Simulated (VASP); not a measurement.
# InAs (F-43m) in VASP: notebook

Runs on InAs. Level: r2SCAN. Tasks: single point.

All numbers are computed with VASP 6.6.1; they aren't measurements. Logs are shortened: lines on timing, memory, paths and dates and some standing lists are left out, and cuts for length are marked.

### Step 1. The cell of the first run

The structure is cubic, space group F-43m (No. 216). Conventional cell: a = 6.047 Å, b = 6.047 Å, c = 6.047 Å, α = 90.00°, β = 90.00°, γ = 90.00°. In (site symmetry -43m) has 4 As at 2.62 Å within 3.5 Å. As (site symmetry -43m) has 4 In at 2.62 Å within 3.5 Å.

### Step 2. Single point, r2SCAN (27.65 Å³/atom)

Input file POSCAR:

```
InAs
1.0
    0.0000000000      3.0237339120      3.0237339120
    3.0237339120      0.0000000000      3.0237339120
    3.0237339120      3.0237339120      0.0000000000
In As
1 1
Direct
    0.0000000000      0.0000000000      0.0000000000
    0.2500000000      0.2500000000      0.2500000000
```

Input file INCAR.step1:

```
PREC     = Accurate       # precision mode
ENCUT    = 560            # plane-wave cutoff, eV
ISMEAR   = -1             # smearing method
SIGMA    = 0.02           # smearing width, eV
LREAL    = False          # projectors in reciprocal space
LASPH    = True           # aspherical terms in the spheres
NELM     = 120            # most SCF steps
NBANDS   = 21             # bands
GGA      = PE             # functional
ALGO     = Normal         # electronic algorithm
EDIFF    = 1E-5           # SCF threshold, eV
LWAVE    = True           # write WAVECAR
LCHARG   = False          # write CHGCAR
GGA_COMPAT= False
```

Input file INCAR.step2:

```
PREC     = Accurate       # precision mode
ENCUT    = 560            # plane-wave cutoff, eV
EDIFF    = 1E-6           # SCF threshold, eV
ISMEAR   = -1             # smearing method
SIGMA    = 0.02           # smearing width, eV
LREAL    = False          # projectors in reciprocal space
LASPH    = True           # aspherical terms in the spheres
NELM     = 120            # most SCF steps
ALGO     = Normal         # electronic algorithm
ISIF     = 2              # what is computed and relaxed
LWAVE    = False          # write WAVECAR
LCHARG   = True           # write CHGCAR
METAGGA  = R2SCAN         # meta-GGA
LMIXTAU  = True         
LELF     = True           # ELF
LVHAR    = True         
NBANDS   = 21             # bands
ISTART   = 1            
GGA_COMPAT= False
```

Input file KPOINTS:

```
Automatic mesh
0
Gamma
  6 6 6
```

Potentials or basis: VASP PAW PBE potentials, release 64 (In_d, As_d).

On the command line:

```sh
cat potpaw_PBE.64/In_d/POTCAR potpaw_PBE.64/As_d/POTCAR > POTCAR
cp INCAR.step1 INCAR
mpirun -np 1 vasp_std > vasp.out
cp INCAR.step2 INCAR
mpirun -np 1 vasp_std > vasp.out
```

OUTCAR:

```text
PREC = Accurate
   ENCUT = 560
   EDIFF = 1E-6
   ISMEAR = -1
   LREAL = False
   LASPH = True
   NELM = 120
   ISIF = 2
   METAGGA = R2SCAN
   ISTART = 1

 ion  position               nearest neighbor table
   1  0.000  0.000  0.000-   2 2.62   2 2.62   2 2.62   2 2.62
   2  0.250  0.250  0.250-   1 2.62   1 2.62   1 2.62   1 2.62

  LATTYP: Found a face centered cubic cell.
 ALAT       =     6.0474678240

  Lattice vectors:

 A1 = (   0.0000000000,   3.0237339120,   3.0237339120)
 A2 = (   3.0237339120,   0.0000000000,   3.0237339120)
 A3 = (   3.0237339120,   3.0237339120,   0.0000000000)

Analysis of symmetry for initial positions (statically):
=====================================================================
 Subroutine PRICEL returns:
 Original cell was already a primitive cell.

 Routine SETGRP: Setting up the symmetry group for a
 face centered cubic supercell.

 Subroutine GETGRP returns: Found 24 space group operations
 (whereof 24 operations were pure point group operations)
 out of a pool of 48 trial point group operations.

The static configuration has the point symmetry T_d .

Analysis of symmetry for dynamics (positions and initial velocities):
=====================================================================
 Subroutine PRICEL returns:
 Original cell was already a primitive cell.

 Routine SETGRP: Setting up the symmetry group for a
 face centered cubic supercell.

 Subroutine GETGRP returns: Found 24 space group operations
 (whereof 24 operations were pure point group operations)
 out of a pool of 48 trial point group operations.

The dynamic configuration has the point symmetry T_d .

 Subroutine INISYM returns: Found 24 space group operations
 (whereof 24 operations are pure point group operations),
 and found     1 'primitive' translations

----------------------------------------------------------------------------------------

                                     Primitive cell

  volume of cell :      55.2918

  direct lattice vectors                    reciprocal lattice vectors
     0.000000000  3.023733912  3.023733912    -0.165358466  0.165358466  0.165358466
     3.023733912  0.000000000  3.023733912     0.165358466 -0.165358466  0.165358466
     3.023733912  3.023733912  0.000000000     0.165358466  0.165358466 -0.165358466

  length of vectors
     4.276205507  4.276205507  4.276205507     0.286409264  0.286409264  0.286409264

  position of ions in fractional coordinates (direct lattice)
     0.000000000  0.000000000  0.000000000
     0.250000000  0.250000000  0.250000000

  ion indices of the primitive-cell ions
   primitive index   ion index
                 1           1
                 2           2

----------------------------------------------------------------------------------------

 KPOINTS: Automatic mesh

Automatic generation of k-mesh.
 Grid dimensions read from file:
 generate k-points for:    6    6    6

 Generating k-lattice:

  Cartesian coordinates                     Fractional coordinates (reciprocal lattice)
    -0.027559744  0.027559744  0.027559744     0.166666667  0.000000000  0.000000000
     0.027559744 -0.027559744  0.027559744     0.000000000  0.166666667  0.000000000
     0.027559744  0.027559744 -0.027559744     0.000000000  0.000000000  0.166666667

  Length of vectors
     0.047734877  0.047734877  0.047734877

  Shift w.r.t. Gamma in fractional coordinates (k-lattice)
     0.000000000  0.000000000  0.000000000

 Subroutine IBZKPT returns following result:
 ===========================================

 Found     16 irreducible k-points:

 Following reciprocal coordinates:
            Coordinates               Weight
  0.000000  0.000000  0.000000      1.000000
  0.166667  0.000000  0.000000      8.000000
  0.333333  0.000000  0.000000      8.000000
  0.500000  0.000000  0.000000      4.000000
  0.166667  0.166667  0.000000      6.000000
  0.333333  0.166667  0.000000     24.000000
[... 8 lines left out ...]
 -0.333333  0.333333  0.166667     24.000000
 -0.333333  0.500000  0.166667     12.000000
   k-points           NKPTS =     16   k-points in BZ     NKDIM =     16   number of bands    NBANDS=     21
   number of dos      NEDOS =    301   number of ions     NIONS =      2
   total plane-waves  NPLWV =  46656
   dimension x,y,z NGX =    36 NGY =   36 NGZ =   36
   dimension x,y,z NGXF=    72 NGYF=   72 NGZF=   72
   ions per type =               1   1
   NGX,Y,Z   is equivalent  to a cutoff of  14.00, 14.00, 14.00 a.u.
   NGXF,Y,Z  is equivalent  to a cutoff of  27.99, 27.99, 27.99 a.u.
 SYSTEM =  unknown system
   PREC   = accura    normal or accurate (medium, high low for compatibility)
   ISTART =      1    job   : 0-new  1-cont  2-samecut
   ICHARG =      0    charge: 1-file 2-atom 10-const
   ISPIN  =      1    spin polarized calculation?
   LNONCOLLINEAR =      F non collinear calculations
   LSORBIT =      F    spin-orbit coupling
   LASPH  =      T    aspherical Exc in radial PAW
   ENCUT  =  560.0 eV  41.16 Ry    6.42 a.u.   8.25  8.25  8.25*2*pi/ulx,y,z
   NELM   =    120;   NELMIN=  2; NELMDL=  0     # of ELM steps
   EDIFF  = 0.1E-05   stopping-criterion for ELM
   LREAL  =      F    real-space projection
   EDIFFG = 0.1E-04   stopping-criterion for IOM
   NSW    =      0    number of steps for IOM
   IBRION =     -1    ionic relax: 0-MD 1-quasi-New 2-CG
   NFREE  =      0    steps in history (QN), initial steepest desc. (CG)
   ISIF   =      2    stress and relaxation
   ISYM   =      2    0-nonsym 1-usesym 2-fastsym
   POTIM  = 0.5000    time-step for ionic-motion
   TEBEG  =    0.0;   TEEND  =   0.0 temperature during run
   PSTRESS=    0.0 pullay stress
   NELECT =      28.0000    total number of electrons
   NUPDOWN=      -1.0000    fix difference up-down
   EMIN   =  10.00;   EMAX   =-10.00  energy-range for DOS
   EFERMI =   0.00;   METHOD = LEGACY
   ISMEAR =    -1;   SIGMA  =   0.02  broadening in eV -4-tet -1-fermi 0-gaus
   EFERMI_NEDOS =   21; number of points for ismear=-14 and -15
   IALGO  =     38    algorithm
   IMIX   =      4    mixing-type and parameters
     AMIX     =   0.40;   BMIX     =  1.00
     AMIX_MAG =   1.60;   BMIX_MAG =  1.00
  volume/ion in A,a.u.               =      27.65       186.56
  Fermi-wavevector in a.u.,A,eV,Ry     =   1.304890  2.465885 23.167160  1.702738
  Thomas-Fermi vector in A             =   2.435796
   LORBIT       =      0    0 simple, 1 ext, 2 COOP (PROOUT), +10 PAW based schemes
   METAGGA = R2SCAN    functional components
   LHFCALC =     F    Hartree Fock is set to
   AEXX    =    0.0000 exact exchange contribution
   IVDW    =     0    specifies the selected vdW correction
   LEPSILON=     F    determine dielectric tensor
   LRPA    =     F    only Hartree local field effects (RPA)
 non-spin polarized calculation
  energy-cutoff  :      560.00
  volume of cell :       55.29
 maximum number of plane-waves:      1687
 NGX is ok and might be reduce to    36
   NGX = 17   NGY = 17   NGZ = 17

 number of electron      28.0000000 magnetization

 Free energy of the ion-electron system (eV)
  ---------------------------------------------------
  ext. energy  EPLUGINS =         0.00000000
  ---------------------------------------------------
  free energy    TOTEN  =       -38.06426446 eV

  energy without entropy =      -38.06425357  energy(sigma->0) =      -38.06425902

 E-fermi :   3.7586     XC(G=0): -10.0945

 val. band max:        3.6271355126   @ k =   0.0000   0.0000   0.0000
 cond. band min:       3.8680301790   @ k =   0.0000   0.0000   0.0000
 fundamental gap:      0.2408946665
 Fermi energy:         3.7585968893

 k-point     1 :       0.0000    0.0000    0.0000
  band No.  band energies     occupation
      1     -32.0488      2.00000
      2     -32.0488      2.00000
      3     -32.0488      2.00000
      4     -32.0382      2.00000
      5     -32.0382      2.00000
      6     -11.2311      2.00000
[... 13 lines left out ...]
     20      13.8529      0.00000
     21      13.8529      0.00000

 k-point     2 :       0.1667    0.0000    0.0000
  band No.  band energies     occupation
      1     -32.0488      2.00000
      2     -32.0487      2.00000
      3     -32.0487      2.00000
      4     -32.0381      2.00000
      5     -32.0381      2.00000
      6     -11.2687      2.00000
[... 13 lines left out ...]
     20      12.7341      0.00000
     21      12.7693      0.00000

 k-point     3 :       0.3333    0.0000    0.0000
  band No.  band energies     occupation
      1     -32.0488      2.00000
      2     -32.0486      2.00000
      3     -32.0486      2.00000
      4     -32.0381      2.00000
      5     -32.0381      2.00000
      6     -11.3361      2.00000
[... 13 lines left out ...]
     20      13.2587      0.00000
     21      13.2587      0.00000

 k-point     4 :       0.5000    0.0000    0.0000
  band No.  band energies     occupation
      1     -32.0488      2.00000
      2     -32.0485      2.00000
      3     -32.0485      2.00000
      4     -32.0380      2.00000
      5     -32.0380      2.00000
      6     -11.3669      2.00000
[... 13 lines left out ...]
     20      15.0537      0.00000
     21      15.0537      0.00000

 k-point     5 :       0.1667    0.1667    0.0000
  band No.  band energies     occupation
      1     -32.0489      2.00000
      2     -32.0486      2.00000
      3     -32.0486      2.00000
      4     -32.0382      2.00000
      5     -32.0381      2.00000
      6     -11.2908      2.00000
[... 13 lines left out ...]
     20      13.6780      0.00000
     21      14.1699      0.00000

 k-point     6 :       0.3333    0.1667    0.0000
  band No.  band energies     occupation
      1     -32.0489      2.00000
      2     -32.0485      2.00000
      3     -32.0485      2.00000
      4     -32.0382      2.00000
      5     -32.0379      2.00000
      6     -11.3444      2.00000
[... 13 lines left out ...]
     20      14.2929      0.00000
     21      14.3586      0.00000

 k-point     7 :       0.5000    0.1667    0.0000
  band No.  band energies     occupation
      1     -32.0488      2.00000
      2     -32.0485      2.00000
      3     -32.0484      2.00000
      4     -32.0381      2.00000
      5     -32.0379      2.00000
      6     -11.3775      2.00000
[... 13 lines left out ...]
     20      14.7167      0.00000
     21      15.1623      0.00000
[... 99 lines left out ...]
      1     -32.0488      2.00000
      2     -32.0485      2.00000
      3     -32.0483      2.00000
      4     -32.0381      2.00000
      5     -32.0379      2.00000
      6     -11.3966      2.00000
[... 13 lines left out ...]
     20      13.4052      0.00000
     21      17.0812      0.00000

 k-point    13 :       0.5000    0.5000    0.0000
  band No.  band energies     occupation
      1     -32.0493      2.00000
      2     -32.0482      2.00000
      3     -32.0482      2.00000
      4     -32.0383      2.00000
      5     -32.0376      2.00000
      6     -11.4302      2.00000
[... 13 lines left out ...]
     20      15.8022      0.00000
     21      16.5770      0.00000

 k-point    14 :       0.5000    0.3333    0.1667
  band No.  band energies     occupation
      1     -32.0489      2.00000
      2     -32.0485      2.00000
      3     -32.0483      2.00000
      4     -32.0382      2.00000
      5     -32.0379      2.00000
      6     -11.3820      2.00000
[... 13 lines left out ...]
     20      14.9089      0.00000
     21      16.3350      0.00000

 k-point    15 :      -0.3333    0.3333    0.1667
  band No.  band energies     occupation
      1     -32.0487      2.00000
      2     -32.0487      2.00000
      3     -32.0483      2.00000
      4     -32.0381      2.00000
      5     -32.0379      2.00000
      6     -11.3960      2.00000
[... 13 lines left out ...]
     20      15.1557      0.00000
     21      16.1400      0.00000

 k-point    16 :      -0.3333    0.5000    0.1667
  band No.  band energies     occupation
      1     -32.0490      2.00000
      2     -32.0485      2.00000
      3     -32.0482      2.00000
      4     -32.0382      2.00000
      5     -32.0377      2.00000
      6     -11.4132      2.00000
[... 13 lines left out ...]
     20      15.9853      0.00000
     21      16.2133      0.00000

------------------------ aborting loop because EDIFF is reached ----------------------------------------

  FORCE on cell =-STRESS in cart. coord.  units (eV):
  Direction    XX          YY          ZZ          XY          YZ          ZX
  --------------------------------------------------------------------------------------
  -------------------------------------------------------------------------------------
  Total        0.6439355      0.6439355      0.6439355      0.0000000      0.0000000      0.0000000
  in kB       18.6591664     18.6591664     18.6591664      0.0000000      0.0000000      0.0000000
  external PRESSURE =      18.6591664 kB  Pullay stress =       0.0000000 kB

 VOLUME and BASIS-vectors are now :
 -----------------------------------------------------------------------------
  energy-cutoff  :      560.00
  volume of cell :       55.29
      direct lattice vectors                 reciprocal lattice vectors
     0.000000000  3.023733912  3.023733912    -0.165358466  0.165358466  0.165358466
     3.023733912  0.000000000  3.023733912     0.165358466 -0.165358466  0.165358466
     3.023733912  3.023733912  0.000000000     0.165358466  0.165358466 -0.165358466

 POSITION                                       TOTAL-FORCE (eV/Angst)
 -----------------------------------------------------------------------------------
      0.00000      0.00000      0.00000         0.000000     -0.000000     -0.000000
      1.51187      1.51187      1.51187        -0.000000      0.000000      0.000000
 -----------------------------------------------------------------------------------
    total drift:                                0.000000      0.000000      0.000000

  FREE ENERGIE OF THE ION-ELECTRON SYSTEM (eV)
  ---------------------------------------------------
  free  energy   TOTEN  =       -38.0642644634 eV

  energy  without entropy=      -38.0642535723  energy(sigma->0) =      -38.06425902
```

It took 62 s on 1 thread of AMD EPYC 9R45 (Zen 5), shared host; peak memory 0.19 GiB.

Results:

* Free energy: -38.0643 eV
* Pressure: 1.9 GPa
* Band gap on the k mesh: 0.24 eV

Caveat: semilocal functionals underestimate gaps, and a narrow one can read as zero; the PAW data sets were made with another functional, which shifts forces and pressure a little; spin-orbit coupling is left out, which moves the levels of the heavy elements.

### Step 3. Single point, r2SCAN (26.79 Å³/atom)

This run uses another cell than the first one, of 26.79 Å³/atom.

Input file POSCAR:

```
InAs
1.0
    0.0000000000      2.9922343931      2.9922343931
    2.9922343931      0.0000000000      2.9922343931
    2.9922343931      2.9922343931      0.0000000000
In As
1 1
Direct
    0.0000000000      0.0000000000      0.0000000000
    0.2500000000      0.2500000000      0.2500000000
```

Input file INCAR.step1:

```
SYSTEM = InAs
  PREC = Accurate
  ENCUT = 560
  ISMEAR = -1
  SIGMA = 0.02
  LREAL = .False.
  LASPH = .True.
  NELM = 120
  NBANDS = 21
  GGA = PE
  ALGO = Normal
  EDIFF = 1E-5
  LWAVE = .True.
  LCHARG = .False.
  GGA_COMPAT = .False.
```

Input file INCAR.step2:

```
SYSTEM = InAs
  PREC = Accurate
  ENCUT = 560
  EDIFF = 1E-6
  ISMEAR = -1
  SIGMA = 0.02
  LREAL = .False.
  LASPH = .True.
  NELM = 120
  ALGO = Normal
  ISIF = 2
  LWAVE = .False.
  LCHARG = .False.
  METAGGA = R2SCAN
  LMIXTAU = .True.
  NBANDS = 21
  ISTART = 1
  GGA_COMPAT = .False.
```

Input file KPOINTS:

```
Automatic mesh
0
Gamma
  6 6 6
  0 0 0
```

Potentials or basis: VASP PAW PBE potentials, release 64 (In_d, As_d).

On the command line:

```sh
cat potpaw_PBE.64/In_d/POTCAR potpaw_PBE.64/As_d/POTCAR > POTCAR
cp INCAR.step1 INCAR
mpirun -np 1 vasp_std > vasp.out
cp INCAR.step2 INCAR
mpirun -np 1 vasp_std > vasp.out
```

It took 80 s on 1 thread of AMD EPYC 9R45 (Zen 5), shared host; peak memory 0.19 GiB.

The run converged. Its results:

```yaml
Free_energy: -38.0322 eV
Pressure: 4.1 GPa
Band_gap_on_the_k_mesh: 0.41 eV
```

Levels at points of the mesh, in eV from the valence-band top:
```csv
k point,band 11,band 12,band 13,band 14,band 15,band 16,band 17,band 18
"(0.00, 0.00, 0.00)",-12.52,0.00,0.00,0.00,0.41,4.29,4.29,4.29
"(0.50, 0.00, 0.00)",-10.87,-6.05,-1.06,-1.06,1.40,5.06,5.06,7.33
"(0.50, 0.50, 0.00)",-10.27,-6.08,-2.51,-2.51,1.77,2.36,10.07,10.18
```

Caveat: the cell stands under pressure; semilocal functionals underestimate gaps, and a narrow one can read as zero; the PAW data sets were made with another functional, which shifts forces and pressure a little; spin-orbit coupling is left out, which moves the levels of the heavy elements.
